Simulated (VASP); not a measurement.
Input of a VASP 6.6.1 run:

The input POSCAR:

```
SnTe2
1.0
    0.0000000000      3.7010376726      3.7010376726
    3.7010376726      0.0000000000      3.7010376726
    3.7010376726      3.7010376726      0.0000000000
Sn Te
1 2
Direct
    0.0000000000      0.0000000000      0.0000000000
    0.2500000000      0.2500000000      0.2500000000
    0.7500000000      0.7500000000      0.7500000000
```

The input INCAR.step1:

```
SYSTEM = SnTe2
PREC = Accurate
ENCUT = 520
ISMEAR = -1
SIGMA = 0.02
LREAL = .FALSE.
LASPH = .TRUE.
NELM = 150
ISPIN = 2
MAGMOM = 0.02 0.21 0.21
NBANDS = 24
GGA = PE
ALGO = Normal
EDIFF = 1E-4
LWAVE = .TRUE.
LCHARG = .FALSE.
```

Contents of INCAR.step2:

```
SYSTEM = SnTe2
PREC = Accurate
ENCUT = 520
EDIFF = 1E-6
ISMEAR = -1
SIGMA = 0.02
LREAL = .FALSE.
LASPH = .TRUE.
NELM = 150
ALGO = Normal
ISIF = 2
LWAVE = .FALSE.
LCHARG = .FALSE.
ISPIN = 2
MAGMOM = 0.02 0.21 0.21
LORBIT = 11
METAGGA = R2SCAN
LMIXTAU = .TRUE.
NBANDS = 24
ISTART = 1
```

File KPOINTS:

```
regular mesh
0
G
  4 4 4
  0 0 0
```

Potentials or basis: VASP PAW PBE potentials, release 64 (Sn_d, Te).

Run with:

```sh
$ cat potpaw_PBE.64/Sn_d/POTCAR potpaw_PBE.64/Te/POTCAR > POTCAR
$ cp INCAR.step1 INCAR
$ mpirun -np 1 vasp_std > vasp.out
$ cp INCAR.step2 INCAR
$ mpirun -np 1 vasp_std > vasp.out
```

(1) Predict the site moments.

(2) Predict the net moment.

(3) Estimate the pressure.

Answers

(1) Sn +0.01; Te +0.16 μB.

(2) 0.53 μB per cell.

(3) 0.2 GPa.

Caveat: the k points lie up to 0.37 Å⁻¹ apart; the PAW data sets were made with another functional, which shifts forces and pressure a little.
